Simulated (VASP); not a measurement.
**PtSe2: single point with PBE+D3(BJ)**

The system is PtSe2, a slab with vacuum.

```xyz
3
Lattice="3.7070 0.0000 0.0000 -1.8535 3.2104 0.0000 0.0000 0.0000 31.1213" Properties=species:S:1:pos:R:3 pbc="T T T"
Se    1.8535    1.0701   14.2821
Se    0.0000    2.1402   16.8391
Pt    0.0000    0.0000   15.5606
```

```json
{"Program": "VASP 6.6.1", "Task": "single point", "Functional": "PBE", "Dispersion": "D3(BJ)", "Potentials or basis": "VASP PAW PBE potentials, release 64 (Se, Pt)", "Cutoff": "400 eV", "k mesh": "9 × 9 × 1", "Occupations": "gaussian, width 0.02 eV", "Spin": "no spin polarisation"}
```

| Item | Value |
| --- | --- |
| Largest force | 0.562 eV/Å |
| Band gap on the k mesh | 1.45 eV (least direct gap 1.53 eV) |
| Dispersion energy per atom | -0.301 eV |

Forces on the atoms (eV/Å):
```
Se   0.000  0.000 -0.562
Se   0.000  0.000  0.562
Pt   0.000  0.000  0.000
```

Levels at points of the mesh, in eV from the valence-band top:
| k point | band 9 | band 10 | band 11 | band 12 | band 13 | band 14 |
| --- | --- | --- | --- | --- | --- | --- |
| (0.00, 0.00, 0.00) | -0.57 | 0.00 | 0.00 | 3.14 | 3.14 | 4.64 |

Wall time 3.5 min on 1 thread of Intel Xeon 8259CL, on a shared host, peak memory 0.35 GiB.

Caveat: spin-orbit coupling is left out, which moves the levels of the heavy elements.
